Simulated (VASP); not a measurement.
Input of a VASP 6.6.1 run:

INCAR

```
PREC     = Accurate       # precision mode
ENCUT    = 520            # plane-wave cutoff, eV
EDIFF    = 1E-7           # SCF threshold, eV
ISMEAR   = 0              # smearing method
SIGMA    = 0.05           # smearing width, eV
LREAL    = F              # projectors in reciprocal space
LASPH    = T              # aspherical terms in the spheres
NELM     = 100            # most SCF steps
ALGO     = Normal         # electronic algorithm
ISIF     = 2              # what is computed and relaxed
LWAVE    = F              # write WAVECAR
LCHARG   = F              # write CHGCAR
GGA      = PE             # functional
NBANDS   = 26             # bands
```

KPOINTS

```
regular mesh
0
Gamma
  12 12 6
```

File POSCAR:

```
ZnS
1.0
    3.8109987816      0.0000000000      0.0000000000
   -1.9054993908      3.3004217586      0.0000000000
    0.0000000000      0.0000000000      6.2340000000
Zn S
2 2
Direct
    0.3333333333      0.6666666667      0.0000000000
    0.6666666667      0.3333333333      0.5000000000
    0.3333333333      0.6666666667      0.4331231954
    0.6666666667      0.3333333333      0.8850000000
```

Potentials or basis: VASP PAW PBE potentials, release 64 (Zn, S).

Run with:

```console
$ cat potpaw_PBE.64/Zn/POTCAR potpaw_PBE.64/S/POTCAR > POTCAR
$ mpirun -np 1 vasp_std > vasp.out
```

**Question.** What does it give for the largest force?

**Answer.** 1.792 eV/Å.

**Question.** Predict the band gap on the k mesh.

**Answer.** 2.24 eV (least direct gap 2.27 eV).

**Question.** What does it give for the pressure?

**Answer.** 4.2 GPa.

Forces on the atoms (eV/Å):
```
Zn   0.000  0.000  0.575
Zn   0.000  0.000  0.503
S    0.000  0.000 -1.792
S    0.000  0.000  0.714
```

Caveat: the cell differs from its parent crystal (atom 3 (S) moved by (+0.000, +0.300) A along [1 1 0] and z); the cell stands under pressure; forces of over 1 eV/Å act on the atoms, so gaps and moduli don't describe the material at rest. A k mesh can miss the band edges.
